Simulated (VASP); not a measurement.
# Sn (Fd-3m) in VASP: further runs, part 2 of 2

VASP 6.6.1. The steps go on from the part before.

## 3. Single point, PBEsol

This run uses another cell than the first one, of 32.45 Å³/atom, 1.043 times its volume.

File INCAR:

```
SYSTEM = Sn
PREC = Accurate
ENCUT = 520
EDIFF = 1E-6
ISMEAR = 1
SIGMA = 0.1
LREAL = .FALSE.
LASPH = .TRUE.
NELM = 60
ALGO = Normal
ISIF = 2
LWAVE = .FALSE.
LCHARG = .FALSE.
GGA = PS
NBANDS = 21
```

File KPOINTS:

```
regular mesh
0
G
  8 8 8
  0 0 0
```

File POSCAR:

```
Sn
1.0
    0.0000000000      3.1896438188      3.1896438188
    3.1896438188      0.0000000000      3.1896438188
    3.1896438188      3.1896438188      0.0000000000
Sn
2
Direct
    0.0000000000      0.0000000000      0.0000000000
    0.2500000000      0.2500000000      0.2500000000
```

Potentials or basis: VASP PAW PBE potentials, release 64 (Sn_d).

Command:

```
> cat potpaw_PBE.64/Sn_d/POTCAR > POTCAR
> mpirun -np 1 vasp_std > vasp.out
```

OUTCAR:

```text
SYSTEM = Sn
   PREC = Accurate
   ENCUT = 520
   EDIFF = 1E-6
   ISMEAR = 1
   LREAL = .FALSE.
   LASPH = .TRUE.
   NELM = 60
   ISIF = 2
   GGA = PS

 ion  position               nearest neighbor table
   1  0.000  0.000  0.000-   2 2.76   2 2.76   2 2.76   2 2.76
   2  0.250  0.250  0.250-   1 2.76   1 2.76   1 2.76   1 2.76

  LATTYP: Found a face centered cubic cell.
 ALAT       =     6.3792876376

  Lattice vectors:

 A1 = (   0.0000000000,   3.1896438188,   3.1896438188)
 A2 = (   3.1896438188,   0.0000000000,   3.1896438188)
 A3 = (   3.1896438188,   3.1896438188,   0.0000000000)

Analysis of symmetry for initial positions (statically):
=====================================================================
 Subroutine PRICEL returns:
 Original cell was already a primitive cell.

 Routine SETGRP: Setting up the symmetry group for a
 face centered cubic supercell.

 Subroutine GETGRP returns: Found 48 space group operations
 (whereof 24 operations were pure point group operations)
 out of a pool of 48 trial point group operations.

The static configuration has the point symmetry T_d .
[... 153 lines left out ...]

 number of electron      28.0000006 magnetization

 Free energy of the ion-electron system (eV)
  ---------------------------------------------------
  ext. energy  EPLUGINS =         0.00000000
  ---------------------------------------------------
  free energy    TOTEN  =        -8.40277399 eV

  energy without entropy =       -8.40268053  energy(sigma->0) =       -8.40274284

 E-fermi :   6.0879     XC(G=0):  -9.2918

 val. band max:        5.8278861406   @ k =   0.1250   0.0000   0.0000
 cond. band min:       6.0928694521   @ k =   0.5000   0.0000   0.0000
 fundamental gap:      0.2649833115
 Fermi energy:         6.0878573649

 k-point     1 :       0.0000    0.0000    0.0000
  band No.  band energies     occupation
      1     -15.6600      2.00000
      2     -15.6600      2.00000
      3     -15.6600      2.00000
      4     -15.5921      2.00000
      5     -15.5921      2.00000
      6     -15.2352      2.00000
[... 565 lines left out ...]
     20      14.6007      0.00000
     21      15.2731      0.00000

 [... further k-points ...]
[... 5 lines left out ...]
  --------------------------------------------------------------------------------------
  -------------------------------------------------------------------------------------
  Total        1.4786637      1.4786637      1.4786637     -0.0000000      0.0000000     -0.0000000
  in kB       36.5025684     36.5025684     36.5025684     -0.0000000      0.0000000     -0.0000000
  external PRESSURE =      36.5025684 kB  Pullay stress =       0.0000000 kB

 VOLUME and BASIS-vectors are now :
 -----------------------------------------------------------------------------
  energy-cutoff  :      520.00
  volume of cell :       64.90
      direct lattice vectors                 reciprocal lattice vectors
     0.000000000  3.189643819  3.189643819    -0.156757315  0.156757315  0.156757315
     3.189643819  0.000000000  3.189643819     0.156757315 -0.156757315  0.156757315
     3.189643819  3.189643819  0.000000000     0.156757315  0.156757315 -0.156757315

 POSITION                                       TOTAL-FORCE (eV/Angst)
 -----------------------------------------------------------------------------------
      0.00000      0.00000      0.00000         0.000000      0.000000      0.000000
      1.59482      1.59482      1.59482        -0.000000     -0.000000     -0.000000
 -----------------------------------------------------------------------------------
    total drift:                                0.000000      0.000000      0.000000

  FREE ENERGIE OF THE ION-ELECTRON SYSTEM (eV)
  ---------------------------------------------------
  free  energy   TOTEN  =        -8.4027739895 eV

  energy  without entropy=       -8.4026805322  energy(sigma->0) =       -8.40274284
```

OSZICAR:

```text
N       E                     dE             d eps       ncg     rms          rms(c)
DAV:   1     0.229292842452E+03    0.22929E+03   -0.14302E+04  1218   0.195E+03
DAV:   2     0.173766090106E+02   -0.21192E+03   -0.20739E+03  1223   0.449E+02
DAV:   3    -0.761745653280E+01   -0.24994E+02   -0.24797E+02  1428   0.142E+02
DAV:   4    -0.849078250886E+01   -0.87333E+00   -0.87284E+00  1378   0.299E+01
DAV:   5    -0.852520765016E+01   -0.34425E-01   -0.34424E-01  1810   0.547E+00    0.355E+00
DAV:   6    -0.844152928802E+01    0.83678E-01   -0.43809E-02  1655   0.276E+00    0.201E+00
DAV:   7    -0.840144897302E+01    0.40080E-01   -0.60107E-02  1467   0.262E+00    0.169E-01
DAV:   8    -0.840250911160E+01   -0.10601E-02   -0.73360E-03  1348   0.975E-01    0.584E-02
DAV:   9    -0.840277034450E+01   -0.26123E-03   -0.37835E-04  1507   0.154E-01    0.117E-02
DAV:  10    -0.840277273069E+01   -0.23862E-05   -0.14283E-05  1456   0.297E-02    0.522E-03
DAV:  11    -0.840277407071E+01   -0.13400E-05   -0.30273E-06  1116   0.106E-02    0.549E-04
DAV:  12    -0.840277398951E+01    0.81201E-07   -0.20467E-07   874   0.616E-03
   1 F= -.84027740E+01 E0= -.84027428E+01  d E =-.934573E-04
```

stdout:

```text
POSCAR found type information on POSCAR Sn
 POSCAR found :  1 types and       2 ions
 scaLAPACK will be used
 -----------------------------------------------------------------------------
|                                                                             |
|                                                                             |
|     You enforced a specific xc type in the INCAR file but a different       |
|     I HOPE YOU KNOW WHAT YOU ARE DOING!                                     |
|                                                                             |
 -----------------------------------------------------------------------------

 LDA part: xc-table for (Slater+PW92), standard interpolation
 POSCAR, INCAR and KPOINTS ok, starting setup
 FFT: planning ... GRIDC
 FFT: planning ... GRID_SOFT
 FFT: planning ... GRID
 WAVECAR not read
 entering main loop
```

It took 26 s on 1 thread of Intel Xeon 6975P-C, shared host; peak memory 0.21 GiB.

Results:

* Free energy: -8.4028 eV
* Pressure: 3.7 GPa
* Band gap on the k mesh: zero (band 14 reaches 6.14 eV, above the bottom of band 15 at 6.09 eV)

Levels at points of the mesh, in eV from the Fermi level:
| k point | band 12 | band 13 | band 14 | band 15 | band 16 | band 17 |
| --- | --- | --- | --- | --- | --- | --- |
| (0.00, 0.00, 0.00) | -0.37 | 0.05 | 0.05 | 0.05 | 2.12 | 2.12 |
| (0.50, 0.00, 0.00) | -6.57 | -1.24 | -1.24 | 0.01 | 3.19 | 3.19 |
| (0.50, 0.50, 0.00) | -7.75 | -2.68 | -2.68 | 0.66 | 0.66 | 8.00 |

Caveat: the PAW data sets were made with another functional, which shifts forces and pressure a little; spin-orbit coupling is left out, which moves the levels of the heavy elements.

## 4. Single point, PBEsol

This run uses another cell than the first one, of 33.80 Å³/atom, 1.087 times its volume.

File INCAR:

```
SYSTEM = Sn
ALGO = Normal ; EDIFF = 1E-7
ENCUT = 520 ; GGA = PS
ISIF = 2 ; ISMEAR = 1
LASPH = .TRUE. ; LCHARG = .FALSE.
LREAL = .FALSE. ; LWAVE = .FALSE.
NBANDS = 21 ; NELM = 80
PREC = Accurate ; SIGMA = 0.1
```

File KPOINTS:

```
k-points
0
G
  8 8 8
  0 0 0
```

File POSCAR:

```
Sn
1.0
    0.0000000000      3.2333430000      3.2333430000
    3.2333430000      0.0000000000      3.2333430000
    3.2333430000      3.2333430000      0.0000000000
Sn
2
Direct
    0.0000000000      0.0000000000      0.0000000000
    0.2500000000      0.2500000000      0.2500000000
```

Command:

```
> cat potpaw_PBE.64/Sn_d/POTCAR > POTCAR
> mpirun -np 1 vasp_std > vasp.out
```

It took 33 s on 1 thread of Intel Xeon 6975P-C, shared host; peak memory 0.21 GiB.

Results (log left out):

```yaml
Free_energy: -8.4460 eV
Pressure: 1.4 GPa
Band_gap_on_the_k_mesh: zero (band 14 reaches 5.69 eV, above the bottom of band 15 at 5.56 eV)
```

Levels at points of the mesh, in eV from the Fermi level:
| k point | band 11 | band 12 | band 13 | band 14 | band 15 | band 16 | band 17 | band 18 |
| --- | --- | --- | --- | --- | --- | --- | --- | --- |
| (0.00, 0.00, 0.00) | -10.66 | -0.57 | 0.13 | 0.13 | 0.13 | 2.20 | 2.20 | 2.20 |
| (0.50, 0.00, 0.00) | -9.01 | -6.32 | -1.09 | -1.09 | 0.00 | 3.26 | 3.26 | 5.56 |
| (0.50, 0.50, 0.00) | -7.52 | -7.52 | -2.46 | -2.46 | 0.79 | 0.79 | 7.82 | 7.82 |

Caveat: the PAW data sets were made with another functional, which shifts forces and pressure a little; spin-orbit coupling is left out, which moves the levels of the heavy elements.

## 5. Overview

| cell | gap on the mesh (eV) | pressure (GPa) |
| --- | --- | --- |
| a = 4.447 Å, angles 60.0°, 2 atoms | none | 6.4 |
| a = 4.511 Å, angles 60.0°, 2 atoms | none | 3.7 |
| a = 4.573 Å, angles 60.0°, 2 atoms | none | 1.4 |

Alike in all rows: task single point; level PBEsol; potentials or basis VASP PAW PBE potentials, release 64 (Sn_d); no spin polarisation; k mesh 8 × 8 × 8; cutoff (eV) 520; smearing methfessel-paxton 0.1 eV.

Caveats: the PAW data sets were made with another functional, which shifts forces and pressure a little; spin-orbit coupling is left out, which moves the levels of the heavy elements.

Absolute energies hang on the potentials; compare differences alone.
